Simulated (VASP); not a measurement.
Set up this calculation in VASP 6.6.1, as the native input.

```yaml
Task: single point
Functional: r2SCAN
Potentials_or_basis: VASP PAW PBE potentials, release 64 (Ga_d, N)
Cutoff: 520 eV
k_mesh: 10 × 10 × 10
Occupations: gaussian, width 0.05 eV
Spin: no spin polarisation
Dipole_correction: no
Further_INCAR_settings: ALGO = Normal; EDIFF = 1e-07; NBANDS = 16
```

Crystal: GaN.

```
Ga N
1.0
     0.00000    2.07322    2.16336
     2.07322    0.00000    2.16336
     2.07322    2.07322    0.00000
Ga N
1 1
Cartesian
  0.0000 0.0000 0.0000
  3.1098 3.1098 3.2450
```

This cell differs from its parent crystal: strain -0.080 along x and y, -0.040 along z.

One way to write it, as run:

POSCAR

```
GaN
1.0
    0.0000000000      2.0732205589      2.1633605832
    2.0732205589      0.0000000000      2.1633605832
    2.0732205589      2.0732205589      0.0000000000
Ga N
1 1
Direct
    0.0000000000      0.0000000000      0.0000000000
    0.7500000000      0.7500000000      0.7500000000
```

INCAR.step1

```
PREC = Accurate
ENCUT = 520
ISMEAR = 0
SIGMA = 0.05
LREAL = F
LASPH = T
NELM = 100
NBANDS = 16
GGA = PE
ALGO = Normal
EDIFF = 1E-4
LWAVE = T
LCHARG = F
```

INCAR.step2

```
PREC = Accurate
ENCUT = 520
EDIFF = 1E-7
ISMEAR = 0
SIGMA = 0.05
LREAL = F
LASPH = T
NELM = 100
ALGO = Normal
ISIF = 2
LWAVE = F
LCHARG = T
METAGGA = R2SCAN
LMIXTAU = T
LELF = T
LVHAR = T
NBANDS = 16
ISTART = 1
```

KPOINTS

```
Automatic mesh
0
Gamma
  10 10 10
```

Potentials or basis: VASP PAW PBE potentials, release 64 (Ga_d, N).

The run is started by

```bash
$ cat potpaw_PBE.64/Ga_d/POTCAR potpaw_PBE.64/N/POTCAR > POTCAR
$ cp INCAR.step1 INCAR
$ mpirun -np 1 vasp_std > vasp.out
$ cp INCAR.step2 INCAR
$ mpirun -np 1 vasp_std > vasp.out
```

It gave:

The pressure is 62.5 GPa. The band gap on the k mesh is 3.41 eV.

Caveat: the cell differs from its parent crystal (strain -0.080 along x and y, -0.040 along z); the cell stands under pressure; the PAW data sets were made with another functional, which shifts forces and pressure a little.

Wall time 42 s on 1 thread of Intel(R) Xeon(R) 6975P-C (Granite Rapids) (shared host), peak memory 0.16 GiB.
